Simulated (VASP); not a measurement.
# Ta3N2 (P-3m1) in VASP: notebook

Runs on Ta3N2. Level: r2SCAN. Tasks: single point.

Everything below comes from runs of VASP 6.6.1. Logs are shortened: lines on timing, memory, paths and dates and some standing lists are left out, and cuts for length are marked.

## Step 1: The cell of the first run

It takes space group P-3m1 (No. 164, trigonal). Conventional cell: a = 3.597 Å, b = 3.597 Å, c = 5.597 Å, α = 90.00°, β = 90.00°, γ = 120.00°. Ta (site symmetry -3m) has 6 N at 2.49 Å and 6 Ta at 2.87 Å within 3.3 Å. Within 2.9 Å of Ta (site symmetry 3m) lie 4 N at 2.17 to 2.24 Å and 6 Ta at 2.64 to 2.87 Å. Within 2.9 Å of N (site symmetry 3m) lie 7 Ta at 2.17 to 2.49 Å.

## Step 2: Single point, r2SCAN

POSCAR

```
Ta3N2
1.0
    3.5971261021      0.0000000000      0.0000000000
   -1.7985630511      3.1152025850      0.0000000000
    0.0000000000      0.0000000000      5.5965439101
Ta N
3 2
Direct
    0.0000000000      0.0000000000      0.0000000000
    0.3333333333      0.6666666667      0.6450000000
    0.6666666667      0.3333333333      0.3550000000
    0.3333333333      0.6666666667      0.2450000000
    0.6666666667      0.3333333333      0.7550000000
```

INCAR.step1

```
PREC = Accurate
ENCUT = 520
ISMEAR = 0
SIGMA = 0.1
LREAL = F
LASPH = T
NELM = 80
NBANDS = 30
GGA = PE
ALGO = Normal
EDIFF = 1E-4
LWAVE = T
LCHARG = F
```

INCAR.step2

```
PREC = Accurate
ENCUT = 520
EDIFF = 1E-6
ISMEAR = 0
SIGMA = 0.1
LREAL = F
LASPH = T
NELM = 80
ALGO = Normal
ISIF = 2
LWAVE = F
LCHARG = F
METAGGA = R2SCAN
LMIXTAU = T
NBANDS = 30
ISTART = 1
```

KPOINTS

```
regular mesh
0
Gamma
  6 6 4
```

Potentials or basis: VASP PAW PBE potentials, release 64 (Ta_pv, N).

Command:

```console
cat potpaw_PBE.64/Ta_pv/POTCAR potpaw_PBE.64/N/POTCAR > POTCAR
cp INCAR.step1 INCAR
mpirun -np 1 vasp_std > vasp.out
cp INCAR.step2 INCAR
mpirun -np 1 vasp_std > vasp.out
```

OUTCAR:

```text
PREC = Accurate
   ENCUT = 520
   EDIFF = 1E-6
   ISMEAR = 0
   LREAL = F
   LASPH = T
   NELM = 80
   ISIF = 2
   METAGGA = R2SCAN
   ISTART = 1

 ion  position               nearest neighbor table
   1  0.000  0.000  0.000-   4 2.49   5 2.49   4 2.49   5 2.49   5 2.49   4 2.49   2 2.87   3 2.87
                             2 2.87   3 2.87   2 2.87   3 2.87
   2  0.333  0.667  0.645-   5 2.17   5 2.17   5 2.17   4 2.24   3 2.64   3 2.64   3 2.64   1 2.87
                             1 2.87   1 2.87
   3  0.667  0.333  0.355-   4 2.17   4 2.17   4 2.17   5 2.24   2 2.64   2 2.64   2 2.64   1 2.87
                             1 2.87   1 2.87
   4  0.333  0.667  0.245-   3 2.17   3 2.17   3 2.17   2 2.24   1 2.49   1 2.49   1 2.49
   5  0.667  0.333  0.755-   2 2.17   2 2.17   2 2.17   3 2.24   1 2.49   1 2.49   1 2.49

  LATTYP: Found a hexagonal cell.
 ALAT       =     3.5971261021
 C/A-ratio  =     1.5558375634

  Lattice vectors:

 A1 = (   3.5971261021,   0.0000000000,   0.0000000000)
 A2 = (  -1.7985630511,   3.1152025850,   0.0000000000)
 A3 = (   0.0000000000,   0.0000000000,   5.5965439101)

Analysis of symmetry for initial positions (statically):
=====================================================================
 Subroutine PRICEL returns:
 Original cell was already a primitive cell.

 Routine SETGRP: Setting up the symmetry group for a
 hexagonal supercell.

 Subroutine GETGRP returns: Found 12 space group operations
 (whereof 12 operations were pure point group operations)
 out of a pool of 24 trial point group operations.

The static configuration has the point symmetry D_3d.

Analysis of symmetry for dynamics (positions and initial velocities):
=====================================================================
 Subroutine PRICEL returns:
 Original cell was already a primitive cell.

 Routine SETGRP: Setting up the symmetry group for a
 hexagonal supercell.

 Subroutine GETGRP returns: Found 12 space group operations
 (whereof 12 operations were pure point group operations)
 out of a pool of 24 trial point group operations.

The dynamic configuration has the point symmetry D_3d.

 Subroutine INISYM returns: Found 12 space group operations
 (whereof 12 operations are pure point group operations),
 and found     1 'primitive' translations

----------------------------------------------------------------------------------------

                                     Primitive cell

  volume of cell :      62.7136

  direct lattice vectors                    reciprocal lattice vectors
     3.597126102  0.000000000  0.000000000     0.277999706  0.160503205  0.000000000
    -1.798563051  3.115202585  0.000000000     0.000000000  0.321006411  0.000000000
     0.000000000  0.000000000  5.596543910     0.000000000  0.000000000  0.178681704

  length of vectors
     3.597126102  3.597126102  5.596543910     0.321006411  0.321006411  0.178681704

  position of ions in fractional coordinates (direct lattice)
     0.000000000  0.000000000  0.000000000
     0.333333333  0.666666667  0.645000000
     0.666666667  0.333333333  0.355000000
     0.333333333  0.666666667  0.245000000
     0.666666667  0.333333333  0.755000000

  ion indices of the primitive-cell ions
   primitive index   ion index
                 1           1
                 2           2
                 3           3
                 4           4
                 5           5

----------------------------------------------------------------------------------------

 KPOINTS: regular mesh

Automatic generation of k-mesh.
 Grid dimensions read from file:
 generate k-points for:    6    6    4

 Generating k-lattice:

  Cartesian coordinates                     Fractional coordinates (reciprocal lattice)
     0.046333284  0.026750534  0.000000000     0.166666667  0.000000000  0.000000000
     0.000000000  0.053501068  0.000000000     0.000000000  0.166666667  0.000000000
     0.000000000  0.000000000  0.044670426     0.000000000  0.000000000  0.250000000

  Length of vectors
     0.053501068  0.053501068  0.044670426

  Shift w.r.t. Gamma in fractional coordinates (k-lattice)
     0.000000000  0.000000000  0.000000000

 Subroutine IBZKPT returns following result:
 ===========================================

 Found     24 irreducible k-points:

 Following reciprocal coordinates:
            Coordinates               Weight
  0.000000  0.000000  0.000000      1.000000
  0.166667 -0.000000  0.000000      6.000000
  0.333333 -0.000000  0.000000      6.000000
  0.500000 -0.000000  0.000000      3.000000
  0.166667  0.166667  0.000000      6.000000
  0.333333  0.166667  0.000000     12.000000
[... 16 lines left out ...]
  0.333333  0.166667  0.500000     12.000000
  0.333333  0.333333  0.500000      2.000000
   k-points           NKPTS =     24   k-points in BZ     NKDIM =     24   number of bands    NBANDS=     30
   number of dos      NEDOS =    301   number of ions     NIONS =      5
   total plane-waves  NPLWV =  32928
   dimension x,y,z NGX =    28 NGY =   28 NGZ =   42
   dimension x,y,z NGXF=    56 NGYF=   56 NGZF=   84
   ions per type =               3   2
   NGX,Y,Z   is equivalent  to a cutoff of  12.94, 12.94, 12.48 a.u.
   NGXF,Y,Z  is equivalent  to a cutoff of  25.88, 25.88, 24.95 a.u.
 SYSTEM =  unknown system
   PREC   = accura    normal or accurate (medium, high low for compatibility)
   ISTART =      1    job   : 0-new  1-cont  2-samecut
   ICHARG =      0    charge: 1-file 2-atom 10-const
   ISPIN  =      1    spin polarized calculation?
   LNONCOLLINEAR =      F non collinear calculations
   LSORBIT =      F    spin-orbit coupling
   LASPH  =      T    aspherical Exc in radial PAW
   ENCUT  =  520.0 eV  38.22 Ry    6.18 a.u.   6.69  6.69 10.41*2*pi/ulx,y,z
   NELM   =     80;   NELMIN=  2; NELMDL=  0     # of ELM steps
   EDIFF  = 0.1E-05   stopping-criterion for ELM
   LREAL  =      F    real-space projection
   EDIFFG = 0.1E-04   stopping-criterion for IOM
   NSW    =      0    number of steps for IOM
   IBRION =     -1    ionic relax: 0-MD 1-quasi-New 2-CG
   NFREE  =      0    steps in history (QN), initial steepest desc. (CG)
   ISIF   =      2    stress and relaxation
   ISYM   =      2    0-nonsym 1-usesym 2-fastsym
   POTIM  = 0.5000    time-step for ionic-motion
   TEBEG  =    0.0;   TEEND  =   0.0 temperature during run
   PSTRESS=    0.0 pullay stress
   NELECT =      43.0000    total number of electrons
   NUPDOWN=      -1.0000    fix difference up-down
   EMIN   =  10.00;   EMAX   =-10.00  energy-range for DOS
   EFERMI =   0.00;   METHOD = LEGACY
   ISMEAR =     0;   SIGMA  =   0.10  broadening in eV -4-tet -1-fermi 0-gaus
   EFERMI_NEDOS =   21; number of points for ismear=-14 and -15
   IALGO  =     38    algorithm
   IMIX   =      4    mixing-type and parameters
     AMIX     =   0.40;   BMIX     =  1.00
     AMIX_MAG =   1.60;   BMIX_MAG =  1.00
  volume/ion in A,a.u.               =      12.54        84.64
  Fermi-wavevector in a.u.,A,eV,Ry     =   1.443589  2.727988 28.353867  2.083950
  Thomas-Fermi vector in A             =   2.561980
   LORBIT       =      0    0 simple, 1 ext, 2 COOP (PROOUT), +10 PAW based schemes
   METAGGA = R2SCAN    functional components
   LHFCALC =     F    Hartree Fock is set to
   AEXX    =    0.0000 exact exchange contribution
   IVDW    =     0    specifies the selected vdW correction
   LEPSILON=     F    determine dielectric tensor
   LRPA    =     F    only Hartree local field effects (RPA)
 non-spin polarized calculation
 Gauss-broadening in eV      SIGMA  =   0.10
  energy-cutoff  :      520.00
  volume of cell :       62.71
 maximum number of plane-waves:      1713
 NGX is ok and might be reduce to    28
   NGX = 13   NGY = 13   NGZ = 21

 number of electron      43.0000000 magnetization

 Free energy of the ion-electron system (eV)
  ---------------------------------------------------
  ext. energy  EPLUGINS =         0.00000000
  ---------------------------------------------------
  free energy    TOTEN  =      -164.25360721 eV

  energy without entropy =     -164.24070315  energy(sigma->0) =     -164.24715518

 E-fermi :   8.0187     XC(G=0): -13.9730

 val. band max:        7.9398685462   @ k =   0.3333  -0.0000   0.2500
 cond. band min:       8.0210011891   @ k =   0.1667  -0.0000   0.0000
 fundamental gap:      0.0811326429
 Fermi energy:         8.0186740518

 k-point     1 :       0.0000    0.0000    0.0000
  band No.  band energies     occupation
      1     -29.0709      2.00000
      2     -28.8862      2.00000
      3     -28.8862      2.00000
      4     -28.6893      2.00000
      5     -28.5831      2.00000
      6     -28.5831      2.00000
[... 22 lines left out ...]
     29      10.9276      0.00000
     30      11.2156      0.00000

 k-point     2 :       0.1667   -0.0000    0.0000
  band No.  band energies     occupation
      1     -29.1416      2.00000
      2     -29.0204      2.00000
      3     -28.9295      2.00000
      4     -28.6256      2.00000
      5     -28.5765      2.00000
      6     -28.5392      2.00000
[... 22 lines left out ...]
     29      11.5755      0.00000
     30      12.3267      0.00000

 k-point     3 :       0.3333   -0.0000    0.0000
  band No.  band energies     occupation
      1     -29.2002      2.00000
      2     -29.1406      2.00000
      3     -29.0060      2.00000
      4     -28.7498      2.00000
      5     -28.5717      2.00000
      6     -28.5623      2.00000
[... 22 lines left out ...]
     29      11.8410      0.00000
     30      12.1776      0.00000

 k-point     4 :       0.5000   -0.0000    0.0000
  band No.  band energies     occupation
      1     -29.2137      2.00000
      2     -29.0822      2.00000
      3     -29.0408      2.00000
      4     -28.9883      2.00000
      5     -28.5718      2.00000
      6     -28.5524      2.00000
[... 616 lines left out ...]
     29      11.5226      0.00000
     30      12.2816      0.00000

 k-point    23 :       0.3333    0.1667    0.5000
  band No.  band energies     occupation
      1     -29.2669      2.00000
      2     -29.1214      2.00000
      3     -29.0954      2.00000
      4     -28.7235      2.00000
      5     -28.6565      2.00000
      6     -28.5886      2.00000
[... 22 lines left out ...]
     29      11.3935      0.00000
     30      12.2060      0.00000

 k-point    24 :       0.3333    0.3333    0.5000
  band No.  band energies     occupation
      1     -29.2280      2.00000
      2     -29.2280      2.00000
      3     -29.2089      2.00000
      4     -28.6296      2.00000
      5     -28.6296      2.00000
      6     -28.5302      2.00000
[... 22 lines left out ...]
     29      11.4704      0.00000
     30      12.1896      0.00000

------------------------ aborting loop because EDIFF is reached ----------------------------------------

  FORCE on cell =-STRESS in cart. coord.  units (eV):
  Direction    XX          YY          ZZ          XY          YZ          ZX
  --------------------------------------------------------------------------------------
  -------------------------------------------------------------------------------------
  Total       -0.8196895     -0.8196895      7.2126348      0.0000000      0.0000000      0.0000000
  in kB      -20.9410320    -20.9410320    184.2649150      0.0000000      0.0000000      0.0000000
  external PRESSURE =      47.4609504 kB  Pullay stress =       0.0000000 kB

 VOLUME and BASIS-vectors are now :
 -----------------------------------------------------------------------------
  energy-cutoff  :      520.00
  volume of cell :       62.71
      direct lattice vectors                 reciprocal lattice vectors
     3.597126102  0.000000000  0.000000000     0.277999706  0.160503205  0.000000000
    -1.798563051  3.115202585  0.000000000     0.000000000  0.321006411  0.000000000
     0.000000000  0.000000000  5.596543910     0.000000000  0.000000000  0.178681704

 POSITION                                       TOTAL-FORCE (eV/Angst)
 -----------------------------------------------------------------------------------
      0.00000      0.00000      0.00000        -0.000000      0.000000      0.000000
     -0.00000      2.07680      3.60977        -0.000000      0.000000      3.099280
      1.79856      1.03840      1.98677         0.000000      0.000000     -3.099280
     -0.00000      2.07680      1.37115        -0.000000      0.000000     -0.295290
      1.79856      1.03840      4.22539        -0.000000     -0.000000      0.295290
 -----------------------------------------------------------------------------------
    total drift:                                0.000000      0.000000      0.000000

  FREE ENERGIE OF THE ION-ELECTRON SYSTEM (eV)
  ---------------------------------------------------
  free  energy   TOTEN  =      -164.2536072150 eV

  energy  without entropy=     -164.2407031485  energy(sigma->0) =     -164.24715518
```

Wall time 76 s (1 thread of Intel Xeon 6975P-C (Granite Rapids), shared host); peak memory 0.2 GiB.

What came out:

```
Free energy   : -164.2536 eV
Pressure      : 4.7 GPa
Largest force : 3.099 eV/Å
```

Forces in eV/Å, atoms in the order of the input:
```
Ta   0.000  0.000  0.000
Ta   0.000  0.000  3.099
Ta   0.000  0.000 -3.099
N    0.000  0.000 -0.295
N    0.000  0.000  0.295
```

Levels at points of the mesh, in eV from the Fermi level:
```csv
k point,band 19,band 20,band 21,band 22,band 23,band 24
"(0.00, 0.00, 0.00)",-3.86,-2.71,-1.07,1.58,1.58,2.19
"(0.50, 0.00, 0.00)",-2.29,-2.27,-0.91,-0.32,0.01,1.53
"(0.00, 0.00, 0.50)",-2.16,-1.96,-1.96,-1.25,-0.73,0.66
"(0.50, 0.00, 0.50)",-2.93,-2.45,-0.81,0.19,0.79,1.87
```

Caveat: the PAW data sets were made with another functional, which shifts forces and pressure a little; spin-orbit coupling is left out, which moves the levels of the heavy elements.

## Step 3: Single point, r2SCAN, collinear spin, ferromagnetic start

POSCAR is that of step 2.

INCAR.step1

```
PREC     = Accurate       # precision mode
ENCUT    = 520            # plane-wave cutoff, eV
ISMEAR   = 0              # smearing method
SIGMA    = 0.1            # smearing width, eV
LREAL    = False          # projectors in reciprocal space
LASPH    = True           # aspherical terms in the spheres
NELM     = 150            # most SCF steps
ISPIN    = 2              # spin polarisation
MAGMOM   = 1 1 1 0 0      # initial moments
LMAXMIX  = 4              # l up to which the mixer works
NBANDS   = 34             # bands
GGA      = PE             # functional
ALGO     = Normal         # electronic algorithm
EDIFF    = 1E-4           # SCF threshold, eV
LWAVE    = True           # write WAVECAR
LCHARG   = False          # write CHGCAR
```

INCAR.step2

```
PREC     = Accurate       # precision mode
ENCUT    = 520            # plane-wave cutoff, eV
EDIFF    = 1E-6           # SCF threshold, eV
ISMEAR   = 0              # smearing method
SIGMA    = 0.1            # smearing width, eV
LREAL    = False          # projectors in reciprocal space
LASPH    = True           # aspherical terms in the spheres
NELM     = 150            # most SCF steps
ALGO     = Normal         # electronic algorithm
ISIF     = 2              # what is computed and relaxed
LWAVE    = False          # write WAVECAR
LCHARG   = False          # write CHGCAR
ISPIN    = 2              # spin polarisation
MAGMOM   = 1 1 1 0 0      # initial moments
LORBIT   = 11             # projections on sites
LMAXMIX  = 4              # l up to which the mixer works
METAGGA  = R2SCAN         # meta-GGA
LMIXTAU  = True         
NBANDS   = 34             # bands
ISTART   = 1
```

KPOINTS

```
Automatic mesh
0
Gamma
  6 6 4
```

Potentials or basis: VASP PAW PBE potentials, release 64 (Ta_pv, N).

Command:

```console
cat potpaw_PBE.64/Ta_pv/POTCAR potpaw_PBE.64/N/POTCAR > POTCAR
cp INCAR.step1 INCAR
mpirun -np 1 vasp_std > vasp.out
cp INCAR.step2 INCAR
mpirun -np 1 vasp_std > vasp.out
```

Wall time 6.7 min (1 thread of Intel Xeon 6975P-C, shared host); peak memory 0.26 GiB.

It converged, with:

* Free energy: -164.2536 eV
* Pressure: 4.7 GPa
* Largest force: 3.100 eV/Å
* Net moment: 0.00 μB per cell
* Valence electrons inside the program's atomic spheres: Ta 8.82, 9.23; N 3.71

Forces in eV/Å, atoms in the order of the input:
```
Ta   0.000  0.000  0.000
Ta   0.000  0.000  3.100
Ta   0.000  0.000 -3.100
N    0.000  0.000 -0.296
N    0.000  0.000  0.296
```

Stress tensor (GPa, compression positive):
```
-2.09  0.00  0.00
 0.00 -2.09  0.00
 0.00  0.00 18.43
```

Levels at points of the mesh, in eV from the Fermi level:
Spin up:
| k point | band 17 | band 18 | band 19 | band 20 | band 21 | band 22 | band 23 | band 24 | band 25 | band 26 |
| --- | --- | --- | --- | --- | --- | --- | --- | --- | --- | --- |
| (0.00, 0.00, 0.00) | -6.20 | -3.86 | -3.86 | -2.71 | -1.07 | 1.58 | 1.58 | 2.19 | 2.30 | 2.30 |
| (0.50, 0.00, 0.00) | -5.47 | -4.09 | -2.29 | -2.27 | -0.91 | -0.32 | 0.01 | 1.53 | 1.68 | 1.74 |
| (0.00, 0.00, 0.50) | -6.06 | -2.16 | -2.16 | -1.96 | -1.96 | -1.25 | -0.73 | 0.65 | 0.65 | 1.58 |
| (0.50, 0.00, 0.50) | -6.10 | -3.01 | -2.93 | -2.45 | -0.81 | 0.19 | 0.79 | 1.87 | 1.91 | 2.71 |
Spin down:
```
           k point  band 19  band 20  band 21  band 22  band 23  band 24
(0.00, 0.00, 0.00)    -3.86    -2.71    -1.07     1.58     1.58     2.19
(0.50, 0.00, 0.00)    -2.29    -2.27    -0.91    -0.32     0.01     1.53
(0.00, 0.00, 0.50)    -2.16    -1.96    -1.96    -1.25    -0.73     0.65
(0.50, 0.00, 0.50)    -2.93    -2.45    -0.81     0.19     0.79     1.87
```

Caveat: the PAW data sets were made with another functional, which shifts forces and pressure a little; spin-orbit coupling is left out, which moves the levels of the heavy elements.

[end of part 1 of 3]
